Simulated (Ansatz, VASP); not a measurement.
# One calculation of NbTe, two programs

```xyz
2
Lattice="3.3849 0.0000 0.0000 0.0000 3.3849 0.0000 0.0000 0.0000 3.3849" Properties=species:S:1:pos:R:3 pbc="T T T"
Nb    0.0000    0.0000    0.0000
Te    1.6924    1.6924    1.6924
```

Alike in both runs: functional PBEsol; k mesh 12 × 12 × 12; occupations fermi-dirac, width 0.1 eV; no spin polarisation.

Ansatz relaxed the structure, and its values are those at the end. VASP's run is a single point on that final structure, the one shown.

```csv
,VASP,Ansatz
version,VASP 6.6.1,Ansatz 0.2.0
potentials or method,"VASP PAW PBE potentials, release 64 (Nb_sv, Te)","PAW with Ansatz's default frozen-core files, scalar-relativistic"
plane-wave cutoff (eV),520,420
valence electrons in the cell,19,29
```

```tsv
	VASP	Ansatz	Ansatz less VASP
pressure (GPa)	-0.1	0.0	+0.05
```

VASP's potentials were made for PBE, not for PBEsol. With one functional, cell and mesh, what is left measures potentials, basis and numerics. VASP's potentials hold 19 valence electrons a cell and Ansatz's 29, so a difference there can come from the potentials and not from the codes.

Neither program's run includes spin-orbit coupling.
